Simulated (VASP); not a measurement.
Crystal: Cs2AgBiBr6.

```xyz
10
Lattice="0.0000 5.7420 5.7420 5.7420 0.0000 5.7420 5.7420 5.7420 0.0000" Properties=species:S:1:pos:R:3 pbc="T T T"
Cs    2.8710    2.8710    2.8710
Cs    8.6130    8.6130    8.6130
Ag    5.7420    5.7420    5.7420
Bi    0.0000    0.0000    0.0000
Br    5.7420    2.8860    5.7420
Br    8.5980    5.7420    5.7420
Br    5.7420    8.5980    5.7420
Br    2.8860    5.7420    5.7420
Br    5.7420    5.7420    2.8860
Br    5.7420    5.7420    8.5980
```

- Program: VASP 6.6.1
- Task: relaxation of cell and atoms
- Functional: LDA
- Potentials or basis: VASP PAW LDA potentials, release 64 (Cs_sv, Ag, Bi_d, Br)
- Cutoff: 600 eV
- k mesh: 4 × 4 × 4
- Occupations: fermi-dirac, width 0.02 eV
- Spin: no spin polarisation

At the start: pressure -2.9 GPa; volume 37.86 Å³/atom.

**Question.** How do energy, volume and symmetry change on relaxing?

**Answer.** Over 8 steps the energy falls by 48.5 meV/atom and the volume is 33.32 Å³/atom (-12.0 %); space group Fm-3m (No. 225, to 0.1 Å) before and after.

The path:
| step | energy change (eV) | largest force (eV/Å) | pressure (GPa) | volume (Å³) |
| --- | --- | --- | --- | --- |
| 1 | 0.0000 | 0.0588 | -2.90 | 378.64 |
| 2 | -0.4201 | 0.3591 | -0.53 | 342.36 |
| 3 | -0.4310 | 0.4158 | 0.02 | 336.50 |
| 4 | -0.4706 | 0.2192 | 0.03 | 334.32 |
| 5 | -0.4844 | 0.0011 | 0.12 | 331.97 |
| 6 | -0.4845 | 0.0124 | 0.12 | 332.11 |
| 7 | -0.4849 | 0.0013 | -0.04 | 333.61 |
| 8 | -0.4849 | 0.0021 | 0.00 | 333.25 |

Final structure:
```
CELL_PARAMETERS angstrom
0.00000 5.50273 5.50273
5.50273 0.00000 5.50273
5.50273 5.50273 0.00000
ATOMIC_POSITIONS crystal
Cs 0.25000 0.25000 0.25000
Cs 0.75000 0.75000 0.75000
Ag 0.50000 0.50000 0.50000
Bi 0.00000 0.00000 0.00000
Br 0.25546 0.74454 0.25546
Br 0.25546 0.74454 0.74454
Br 0.74454 0.25546 0.74454
Br 0.74454 0.25546 0.25546
Br 0.25546 0.25546 0.74454
Br 0.74454 0.74454 0.25546
```
